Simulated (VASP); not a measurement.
Input of a VASP 6.6.1 run:

POSCAR

```
Cd2S
1.0
    3.9889136618      0.0000000000      0.0000000000
   -1.9944568309      3.4545005647      0.0000000000
    0.0000000000      0.0000000000      5.8476645914
Cd S
2 1
Direct
    0.3333333333      0.6666666667      0.9327170000
    0.6666666667      0.3333333333      0.5787350000
    0.3333333333      0.6666666667      0.3657050000
```

The input INCAR.step1:

```
ALGO = Normal
EDIFF = 1E-4
ENCUT = 520
GGA = PE
ISMEAR = -1
LASPH = True
LCHARG = False
LREAL = False
LWAVE = True
NBANDS = 22
NELM = 60
PREC = Accurate
SIGMA = 0.05
```

INCAR.step2

```
ALGO = Normal
EDIFF = 1E-6
ENCUT = 520
ISIF = 2
ISMEAR = -1
ISTART = 1
LASPH = True
LCHARG = False
LMIXTAU = True
LREAL = False
LWAVE = False
METAGGA = R2SCAN
NBANDS = 22
NELM = 60
PREC = Accurate
SIGMA = 0.05
```

KPOINTS

```
k-points
0
Gamma
  8 8 5
```

Potentials or basis: VASP PAW PBE potentials, release 64 (Cd, S).

Run with:

```console
$ cat potpaw_PBE.64/Cd/POTCAR potpaw_PBE.64/S/POTCAR > POTCAR
$ cp INCAR.step1 INCAR
$ mpirun -np 1 vasp_std > vasp.out
$ cp INCAR.step2 INCAR
$ mpirun -np 1 vasp_std > vasp.out
```

Problem. What does it give for the pressure?

Solution. -2.3 GPa.

Problem. Predict the largest force.

Solution. 0.090 eV/Å.

Problem. What does it give for the band gap on the k mesh?

Solution. 0.30 eV, indirect (least direct gap 0.61 eV).

Stress tensor (GPa, compression positive):
```
-2.12  0.00  0.00
 0.00 -2.12  0.00
 0.00  0.00 -2.60
```

Caveat: the PAW data sets were made with another functional, which shifts forces and pressure a little. A k mesh can miss the band edges.
